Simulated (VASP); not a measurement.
Here is a VASP 6.6.1 calculation.

Contents of POSCAR:

```
ScZn
1.0
    3.3326951545      0.0000000000      0.0000000000
    0.0000000000      3.3326951545      0.0000000000
    0.0000000000      0.0000000000      3.3326951545
Sc Zn
1 1
Direct
    0.0000000000      0.0000000000      0.0000000000
    0.5000000000      0.5000000000      0.5000000000
```

INCAR.step1

```
SYSTEM = ScZn
  PREC = Accurate
  ENCUT = 520
  ISMEAR = -1
  SIGMA = 0.1
  LREAL = .FALSE.
  LASPH = .TRUE.
  NELM = 100
  NBANDS = 18
  GGA = PE
  ALGO = Normal
  EDIFF = 1E-4
  LWAVE = .TRUE.
  LCHARG = .FALSE.
```

File INCAR.step2:

```
SYSTEM = ScZn
  PREC = Accurate
  ENCUT = 520
  EDIFF = 1E-7
  ISMEAR = -1
  SIGMA = 0.1
  LREAL = .FALSE.
  LASPH = .TRUE.
  NELM = 100
  ALGO = Normal
  ISIF = 2
  LWAVE = .FALSE.
  LCHARG = .TRUE.
  METAGGA = R2SCAN
  LMIXTAU = .TRUE.
  LELF = .TRUE.
  LVHAR = .TRUE.
  NBANDS = 18
  ISTART = 1
```

KPOINTS

```
regular mesh
0
G
  9 9 9
  0 0 0
```

Potentials or basis: VASP PAW PBE potentials, release 64 (Sc_sv, Zn).

Launch:

```sh
$ cat potpaw_PBE.64/Sc_sv/POTCAR potpaw_PBE.64/Zn/POTCAR > POTCAR
$ cp INCAR.step1 INCAR
$ mpirun -np 1 vasp_std > vasp.out
$ cp INCAR.step2 INCAR
$ mpirun -np 1 vasp_std > vasp.out
```

(1) What does it give for the pressure?

## Answers

(1) 0.3 GPa.

Caveat: the PAW data sets were made with another functional, which shifts forces and pressure a little.
